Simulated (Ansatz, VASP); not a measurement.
Two plane-wave programs on PbO

```
Pb O
1.0
     3.23692    0.00000    0.00000
     0.00000    3.23692    0.00000
     0.00000    0.00000    3.16306
Pb O
1 1
Direct
  0.00000 0.00000 0.00000
  0.50000 0.50000 0.50000
```

Change from the starting cell: epitaxial_xy strain +1.8%.

Alike in both runs: task single point; functional PBE; k mesh 8 × 8 × 8; occupations fermi-dirac, width 0.02 eV; no spin polarisation.

|  | VASP | Ansatz |
| --- | --- | --- |
| version | VASP 6.6.1 | Ansatz 0.2.0 |
| potentials or method | VASP PAW PBE potentials, release 64 (Pb_d, O) | plane waves, PAW |
| plane-wave cutoff (eV) | 520 | 420 |
| valence electrons in the cell | 20 | 20 |

Ansatz gave:

- pressure (GPa): 0.3
- traceless stress, the component that is largest in VASP (GPa): 2.84

Estimate VASP's values.

pressure (GPa): 0.1; traceless stress, the component that is largest in VASP (GPa): 2.85.

Neither program's run includes spin-orbit coupling.
